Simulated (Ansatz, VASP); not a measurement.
**One calculation of Nb3N4, two programs**

```
Nb N
1.0
     4.71609    0.00000    0.00000
     0.00000    4.71609    0.00000
     0.00000    0.00000    4.71609
Nb N
3 4
Direct
  0.00000 0.00000 0.50000
  0.50000 0.00000 0.00000
  0.00000 0.50000 0.00000
  0.76229 0.23771 0.23771
  0.23771 0.76229 0.23771
  0.23771 0.23771 0.76229
  0.76229 0.76229 0.76229
```

Change from the starting cell: species swapped into the Si3As4 type (P-43m, No. 215).

Alike in both runs: functional PBE; k mesh 8 × 8 × 8; occupations gaussian, width 0.1 eV; no spin polarisation.

Ansatz relaxed the structure, and its values are those at the end. VASP's run is a single point on that final structure, the one shown.

|  | VASP | Ansatz |
| --- | --- | --- |
| version | VASP 6.6.1 | Ansatz 0.2.0 |
| potentials or method | VASP PAW PBE potentials, release 64 (Nb_sv, N), cutoff 520 eV | scalar-relativistic, plane waves, PAW |
| valence electrons in the cell | 59 | 59 |

Ansatz gave:

* gap on the k mesh at the Fermi level (eV): none
* pressure (GPa): 0.0
* rms of the force components (eV/Å): 0.000

What did VASP give for the same quantities?

gap on the k mesh at the Fermi level (eV): none; pressure (GPa): -0.4; rms of the force components (eV/Å): 0.010.

A gap of «none» marks a metal or a gap that the smearing closes.
